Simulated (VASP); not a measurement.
# Al12O in VASP: notebook

The runs below take Al12O through single point, with PBE.

Everything below comes from runs of VASP 6.6.1. Logs are shortened: lines on timing, memory, paths and dates and some standing lists are left out, and cuts for length are marked.

### Step 1. The cell of the first run

The cell holds a slab with vacuum, 13 atoms: a = 5.714 Å, b = 5.714 Å, c = 19.675 Å, α = 90.00°, β = 90.00°, γ = 90.00°.

### Step 2. Single point, PBE

INCAR

```
  ALGO = Normal
  DIPOL = 0.5 0.5 0.324
  EDIFF = 1E-6
  ENCUT = 520
  GGA = PE
  IDIPOL = 3
  ISIF = 2
  ISMEAR = 0
  LASPH = T
  LCHARG = F
  LDIPOL = T
  LREAL = F
  LWAVE = F
  NBANDS = 33
  NELM = 60
  PREC = Accurate
  SIGMA = 0.1
```

KPOINTS

```
k-points
0
Gamma
  5 5 1
```

POSCAR

```
Al12O
1.0
    5.7143028096      0.0000000000      0.0000000000
    0.0000000000      5.7143028096      0.0000000000
    0.0000000000      0.0000000000     19.6750228481
Al O
12 1
Direct
    0.2500000000      0.2500000000      0.2033034488
    0.2500000000      0.7500000000      0.2033034488
    0.7500000000      0.2500000000      0.2033034488
    0.7500000000      0.7500000000      0.2033034488
    0.0000000000      0.0000000000      0.3092772432
    0.0000000000      0.5000000000      0.3092772432
    0.5000000000      0.0000000000      0.3092772432
    0.5000000000      0.5000000000      0.3092772432
    0.2500000000      0.2500000000      0.4155025847
    0.2500000000      0.7500000000      0.4155025847
    0.7500000000      0.2500000000      0.4155025847
    0.7500000000      0.7500000000      0.4155025847
    0.2500000000      0.3333333333      0.4962986821
```

Potentials or basis: VASP PAW PBE potentials, release 64 (Al, O).

Launch:

```console
cat potpaw_PBE.64/Al/POTCAR potpaw_PBE.64/O/POTCAR > POTCAR
mpirun -np 1 vasp_std > vasp.out
```

OUTCAR:

```text
EDIFF = 1E-6
   ENCUT = 520
   GGA = PE
   ISIF = 2
   ISMEAR = 0
   LASPH = T
   LREAL = F
   NELM = 60
   PREC = Accurate

 ion  position               nearest neighbor table
   1  0.250  0.250  0.203-   2 2.86   3 2.86   2 2.86   3 2.86   7 2.90   8 2.90   5 2.90   6 2.90

   2  0.250  0.750  0.203-   1 2.86   4 2.86   1 2.86   4 2.86   7 2.90   8 2.90   5 2.90   6 2.90

   3  0.750  0.250  0.203-   1 2.86   4 2.86   4 2.86   1 2.86   7 2.90   8 2.90   5 2.90   6 2.90

   4  0.750  0.750  0.203-   2 2.86   3 2.86   3 2.86   2 2.86   7 2.90   8 2.90   5 2.90   6 2.90

   5  0.000  0.000  0.309-   6 2.86   7 2.86   6 2.86   7 2.86   1 2.90   2 2.90   3 2.90   4 2.90
                            11 2.91  12 2.91   9 2.91  10 2.91
   6  0.000  0.500  0.309-   5 2.86   8 2.86   5 2.86   8 2.86   1 2.90   2 2.90   3 2.90   4 2.90
                            11 2.91  12 2.91   9 2.91  10 2.91
   7  0.500  0.000  0.309-   5 2.86   8 2.86   8 2.86   5 2.86   1 2.90   2 2.90   3 2.90   4 2.90
                            11 2.91  12 2.91   9 2.91  10 2.91
   8  0.500  0.500  0.309-   6 2.86   7 2.86   7 2.86   6 2.86   1 2.90   2 2.90   3 2.90   4 2.90
                            11 2.91  12 2.91   9 2.91  10 2.91
   9  0.250  0.250  0.416-  13 1.66  11 2.86  10 2.86  10 2.86  11 2.86   6 2.91   7 2.91   8 2.91
                             5 2.91
  10  0.250  0.750  0.416-   9 2.86  12 2.86   9 2.86  12 2.86   5 2.91   6 2.91   7 2.91   8 2.91

  11  0.750  0.250  0.416-   9 2.86  12 2.86  12 2.86   9 2.86   5 2.91   6 2.91   7 2.91   8 2.91

  12  0.750  0.750  0.416-  10 2.86  11 2.86  11 2.86  10 2.86   5 2.91   6 2.91   7 2.91   8 2.91

  13  0.250  0.333  0.496-   9 1.66

  LATTYP: Found a simple tetragonal cell.
 ALAT       =     5.7143028096
 C/A-ratio  =     3.4431186977

  Lattice vectors:

 A1 = (   5.7143028096,   0.0000000000,   0.0000000000)
 A2 = (   0.0000000000,   5.7143028096,   0.0000000000)
 A3 = (   0.0000000000,   0.0000000000,  19.6750228481)

Analysis of symmetry for initial positions (statically):
=====================================================================
 Subroutine PRICEL returns:
 Original cell was already a primitive cell.

 Routine SETGRP: Setting up the symmetry group for a
 simple tetragonal supercell.

 Subroutine GETGRP returns: Found  2 space group operations
 (whereof  1 operations were pure point group operations)
 out of a pool of 16 trial point group operations.

The static configuration has the point symmetry C_1 .
 The point group associated with its full space group is C_1h.

Analysis of symmetry for dynamics (positions and initial velocities):
=====================================================================
 Subroutine PRICEL returns:
 Original cell was already a primitive cell.

 Routine SETGRP: Setting up the symmetry group for a
 simple tetragonal supercell.

 Subroutine GETGRP returns: Found  2 space group operations
 (whereof  1 operations were pure point group operations)
 out of a pool of 16 trial point group operations.

The dynamic configuration has the point symmetry C_1 .
 The point group associated with its full space group is C_1h.

 Subroutine INISYM returns: Found  2 space group operations
 (whereof  1 operations are pure point group operations),
 and found     1 'primitive' translations

----------------------------------------------------------------------------------------

                                     Primitive cell

  volume of cell :     642.4536

  direct lattice vectors                    reciprocal lattice vectors
     5.714302810  0.000000000  0.000000000     0.174999476  0.000000000  0.000000000
     0.000000000  5.714302810  0.000000000     0.000000000  0.174999476  0.000000000
     0.000000000  0.000000000 19.675022848     0.000000000  0.000000000  0.050825862

  length of vectors
     5.714302810  5.714302810 19.675022848     0.174999476  0.174999476  0.050825862

  position of ions in fractional coordinates (direct lattice)
     0.250000000  0.250000000  0.203303449
     0.250000000  0.750000000  0.203303449
     0.750000000  0.250000000  0.203303449
     0.750000000  0.750000000  0.203303449
     0.000000000  0.000000000  0.309277243
     0.000000000  0.500000000  0.309277243
     0.500000000  0.000000000  0.309277243
     0.500000000  0.500000000  0.309277243
     0.250000000  0.250000000  0.415502585
     0.250000000  0.750000000  0.415502585
     0.750000000  0.250000000  0.415502585
     0.750000000  0.750000000  0.415502585
     0.250000000  0.333333333  0.496298682

  ion indices of the primitive-cell ions
   primitive index   ion index
                 1           1
                 2           2
                 3           3
                 4           4
                 5           5
                 6           6
                 7           7
                 8           8
                 9           9
                10          10
                11          11
                12          12
                13          13

----------------------------------------------------------------------------------------

 KPOINTS: k-points

Automatic generation of k-mesh.
 Grid dimensions read from file:
 generate k-points for:    5    5    1

 Generating k-lattice:

  Cartesian coordinates                     Fractional coordinates (reciprocal lattice)
     0.034999895  0.000000000  0.000000000     0.200000000  0.000000000  0.000000000
     0.000000000  0.034999895  0.000000000     0.000000000  0.200000000  0.000000000
     0.000000000  0.000000000  0.050825862     0.000000000  0.000000000  1.000000000

  Length of vectors
     0.034999895  0.034999895  0.050825862

  Shift w.r.t. Gamma in fractional coordinates (k-lattice)
     0.000000000  0.000000000  0.000000000

 Subroutine IBZKPT returns following result:
 ===========================================

 Found      9 irreducible k-points:

 Following reciprocal coordinates:
            Coordinates               Weight
  0.000000  0.000000  0.000000      1.000000
  0.200000  0.000000  0.000000      2.000000
  0.000000  0.200000  0.000000      2.000000
  0.400000  0.000000  0.000000      2.000000
  0.000000  0.400000  0.000000      2.000000
  0.200000  0.200000  0.000000      4.000000
  0.400000  0.200000  0.000000      4.000000
 -0.200000  0.400000  0.000000      4.000000
  0.400000  0.400000  0.000000      4.000000
   k-points           NKPTS =      9   k-points in BZ     NKDIM =      9   number of bands    NBANDS=     33
   number of dos      NEDOS =    301   number of ions     NIONS =     13
   total plane-waves  NPLWV = 264600
   dimension x,y,z NGX =    42 NGY =   42 NGZ =  150
   dimension x,y,z NGXF=    84 NGYF=   84 NGZF=  300
   ions per type =              12   1
   NGX,Y,Z   is equivalent  to a cutoff of  12.22, 12.22, 12.67 a.u.
   NGXF,Y,Z  is equivalent  to a cutoff of  24.44, 24.44, 25.35 a.u.
 SYSTEM =  unknown system
   PREC   = accura    normal or accurate (medium, high low for compatibility)
   ISTART =      0    job   : 0-new  1-cont  2-samecut
   ICHARG =      2    charge: 1-file 2-atom 10-const
   ISPIN  =      1    spin polarized calculation?
   LNONCOLLINEAR =      F non collinear calculations
   LSORBIT =      F    spin-orbit coupling
   LASPH  =      T    aspherical Exc in radial PAW
   ENCUT  =  520.0 eV  38.22 Ry    6.18 a.u.  10.62 10.62 36.58*2*pi/ulx,y,z
   NELM   =     60;   NELMIN=  2; NELMDL= -5     # of ELM steps
   EDIFF  = 0.1E-05   stopping-criterion for ELM
   LREAL  =      F    real-space projection
   EDIFFG = 0.1E-04   stopping-criterion for IOM
   NSW    =      0    number of steps for IOM
   IBRION =     -1    ionic relax: 0-MD 1-quasi-New 2-CG
   NFREE  =      0    steps in history (QN), initial steepest desc. (CG)
   ISIF   =      2    stress and relaxation
   ISYM   =      2    0-nonsym 1-usesym 2-fastsym
   POTIM  = 0.5000    time-step for ionic-motion
   TEBEG  =    0.0;   TEEND  =   0.0 temperature during run
   PSTRESS=    0.0 pullay stress
   NELECT =      42.0000    total number of electrons
   NUPDOWN=      -1.0000    fix difference up-down
   EMIN   =  10.00;   EMAX   =-10.00  energy-range for DOS
   EFERMI =   0.00;   METHOD = LEGACY
   ISMEAR =     0;   SIGMA  =   0.10  broadening in eV -4-tet -1-fermi 0-gaus
   EFERMI_NEDOS =   21; number of points for ismear=-14 and -15
   IALGO  =     38    algorithm
   IMIX   =      4    mixing-type and parameters
     AMIX     =   0.40;   BMIX     =  1.00
     AMIX_MAG =   1.60;   BMIX_MAG =  1.00
  volume/ion in A,a.u.               =      49.42       333.50
  Fermi-wavevector in a.u.,A,eV,Ry     =   0.659494  1.246262  5.917609  0.434932
  Thomas-Fermi vector in A             =   1.731646
   LORBIT       =      0    0 simple, 1 ext, 2 COOP (PROOUT), +10 PAW based schemes
   GGA     = PE    functional components
   LHFCALC =     F    Hartree Fock is set to
   AEXX    =    0.0000 exact exchange contribution
   IVDW    =     0    specifies the selected vdW correction
   LEPSILON=     F    determine dielectric tensor
   LRPA    =     F    only Hartree local field effects (RPA)
 non-spin polarized calculation
 Gauss-broadening in eV      SIGMA  =   0.10
  energy-cutoff  :      520.00
  volume of cell :      642.45
 maximum number of plane-waves:     17320
   NGX = 21   NGY = 21   NGZ = 73

 dipolmoment           0.000000      0.000000     -0.057524 electrons x Angstroem

 number of electron      41.9999996 magnetization

 dipolmoment           0.000000      0.000000      0.333888 electrons x Angstroem

 Free energy of the ion-electron system (eV)
  ---------------------------------------------------
  ext. energy  EPLUGINS =         0.00000000
  ---------------------------------------------------
  free energy    TOTEN  =       -47.77815017 eV

  energy without entropy =      -47.72270809  energy(sigma->0) =      -47.75042913

 E-fermi :  -1.0513     XC(G=0):  -4.2845

 val. band max:       -1.1453358537   @ k =  -0.2000   0.4000   0.0000
 cond. band min:      -1.0488310237   @ k =   0.2000   0.0000   0.0000
 fundamental gap:      0.0965048300
 Fermi energy:        -1.0512655642

 k-point     1 :       0.0000    0.0000    0.0000
  band No.  band energies     occupation
      1     -17.6900      2.00000
      2     -11.1055      2.00000
      3      -8.9290      2.00000
      4      -6.7517      2.00000
      5      -6.7157      2.00000
      6      -6.6373      2.00000
[... 25 lines left out ...]
     32       2.0279      0.00000
     33       2.0506      0.00000

 k-point     2 :       0.2000    0.0000    0.0000
  band No.  band energies     occupation
      1     -17.6894      2.00000
      2     -10.9264      2.00000
      3      -8.7578      2.00000
      4      -8.2583      2.00000
      5      -6.5647      2.00000
      6      -6.4606      2.00000
[... 25 lines left out ...]
     32       1.8308      0.00000
     33       2.4033      0.00000
[... 214 lines left out ...]
     32       2.3259      0.00000
     33       2.6328      0.00000

 k-point     9 :       0.4000    0.4000    0.0000
  band No.  band energies     occupation
      1     -17.6866      2.00000
      2      -9.6784      2.00000
      3      -8.8114      2.00000
      4      -8.7717      2.00000
      5      -7.9129      2.00000
      6      -7.5466      2.00000
[... 25 lines left out ...]
     32       2.0845      0.00000
     33       2.1331      0.00000

------------------------ aborting loop because EDIFF is reached ----------------------------------------

 vacuum level on the upper side and lower side of the slab       (xc-potential included)         0.886        -0.914

  FORCE on cell =-STRESS in cart. coord.  units (eV):
  Direction    XX          YY          ZZ          XY          YZ          ZX
  --------------------------------------------------------------------------------------
  -------------------------------------------------------------------------------------
  Total       -6.4156460     -7.3571191     -1.2990249      0.0000000      1.0321942      0.0000000
  in kB      -15.9996039    -18.3474884     -3.2395621      0.0000000      2.5741286      0.0000000
  external PRESSURE =     -12.5288848 kB  Pullay stress =       0.0000000 kB

 VOLUME and BASIS-vectors are now :
 -----------------------------------------------------------------------------
  energy-cutoff  :      520.00
  volume of cell :      642.45
      direct lattice vectors                 reciprocal lattice vectors
     5.714302810  0.000000000  0.000000000     0.174999476  0.000000000  0.000000000
     0.000000000  5.714302810  0.000000000     0.000000000  0.174999476  0.000000000
     0.000000000  0.000000000 19.675022848     0.000000000  0.000000000  0.050825862

 POSITION                                       TOTAL-FORCE (eV/Angst)
 -----------------------------------------------------------------------------------
      1.42858      1.42858      4.00000         0.000000      0.033688      0.120124
      1.42858      4.28573      4.00000         0.000000     -0.005813      0.097140
      4.28573      1.42858      4.00000         0.000000      0.016397      0.106284
      4.28573      4.28573      4.00000         0.000000     -0.026121      0.001513
      0.00000      0.00000      6.08504        -0.019753      0.063474      0.001465
      0.00000      2.85715      6.08504         0.073765     -0.013047      0.020076
      2.85715      0.00000      6.08504         0.019753      0.063474      0.001465
      2.85715      2.85715      6.08504        -0.073765     -0.013047      0.020076
      1.42858      1.42858      8.17502         0.000000     -0.522542     -0.952345
      1.42858      4.28573      8.17502         0.000000     -0.523516      0.378654
      4.28573      1.42858      8.17502         0.000000      0.019268      0.081629
      4.28573      4.28573      8.17502         0.000000      0.078178      0.020098
      1.42858      1.90477      9.76469         0.000000      0.829606      0.103821
 -----------------------------------------------------------------------------------
    total drift:                                0.000000      0.000000      0.000237

  FREE ENERGIE OF THE ION-ELECTRON SYSTEM (eV)
  ---------------------------------------------------
  free  energy   TOTEN  =       -47.7781501662 eV

  energy  without entropy=      -47.7227080875  energy(sigma->0) =      -47.75042913

 vacuum level on the upper side and lower side of the slab         5.180         3.327
```

Run time: 5.6 min. Hardware: 1 thread of AMD EPYC 7R43 (Zen 3), shared host; peak memory 0.57 GiB.

Results:

```yaml
Free_energy: -47.7782 eV
Largest_force: 1.086 eV/Å
Band_gap_on_the_k_mesh: zero (band 21 reaches -0.37 eV, above the bottom of band 22 at -1.16 eV)
```

Forces on the atoms (eV/Å):
```
Al   0.000  0.034  0.120
Al   0.000 -0.006  0.097
Al   0.000  0.016  0.106
Al   0.000 -0.026  0.002
Al  -0.020  0.063  0.001
Al   0.074 -0.013  0.020
Al   0.020  0.063  0.001
Al  -0.074 -0.013  0.020
Al   0.000 -0.523 -0.952
Al   0.000 -0.524  0.379
Al   0.000  0.019  0.082
Al   0.000  0.078  0.020
O    0.000  0.830  0.104
```

Levels at points of the mesh, in eV from the Fermi level:
```
           k point  band 17  band 18  band 19  band 20  band 21  band 22  band 23  band 24  band 25  band 26
(0.00, 0.00, 0.00)    -1.59    -1.44    -0.70    -0.67    -0.35     0.02     0.03     0.07     0.63     0.76
```

### Step 3. Single point, PBE

INCAR

```
SYSTEM = Al12O
  ALGO = Normal
  DIPOL = 0.5 0.5 0.320
  EDIFF = 1E-6
  ENCUT = 520
  GGA = PE
  IDIPOL = 3
  ISIF = 2
  ISMEAR = 0
  LASPH = .True.
  LCHARG = .False.
  LDIPOL = .True.
  LREAL = .False.
  LWAVE = .False.
  NBANDS = 33
  NELM = 80
  PREC = Accurate
  SIGMA = 0.1
```

KPOINTS

```
k-points
0
Gamma
  5 5 1
  0 0 0
```

Changes to POSCAR since step 2:

```diff
@@ -20,2 +20,2 @@
     0.7500000000      0.7500000000      0.4155025847
-    0.2500000000      0.3333333333      0.4962986821
+    0.4166666667      0.5000000000      0.4537789261
```

Potentials or basis: VASP PAW PBE potentials, release 64 (Al, O).

Launch:

```console
cat potpaw_PBE.64/Al/POTCAR potpaw_PBE.64/O/POTCAR > POTCAR
mpirun -np 1 vasp_std > vasp.out
```

It took 4.9 min on 1 thread of AMD EPYC 7R43 (Zen 3), shared host; peak memory 0.55 GiB.

The run converged. Its results:

- Free energy: -49.1458 eV
- Largest force: 0.755 eV/Å
- Band gap on the k mesh: zero (band 21 reaches 0.02 eV, above the bottom of band 22 at -0.76 eV)

Forces in eV/Å, atoms in the order of the input:
```
Al  -0.003 -0.020  0.008
Al  -0.003  0.020  0.008
Al   0.004  0.010  0.036
Al   0.004 -0.010  0.036
Al  -0.035  0.000 -0.239
Al   0.005  0.000 -0.005
Al   0.089  0.000  0.131
Al   0.181  0.000 -0.367
Al  -0.023 -0.016  0.249
Al  -0.023  0.016  0.249
Al   0.280 -0.131 -0.063
Al   0.280  0.131 -0.063
O   -0.755  0.000  0.020
```

Levels at points of the mesh, in eV from the Fermi level:
| k point | band 17 | band 18 | band 19 | band 20 | band 21 | band 22 | band 23 | band 24 | band 25 | band 26 |
| --- | --- | --- | --- | --- | --- | --- | --- | --- | --- | --- |
| (0.00, 0.00, 0.00) | -1.77 | -1.53 | -0.80 | -0.55 | -0.46 | -0.31 | -0.12 | 0.40 | 0.55 | 1.00 |
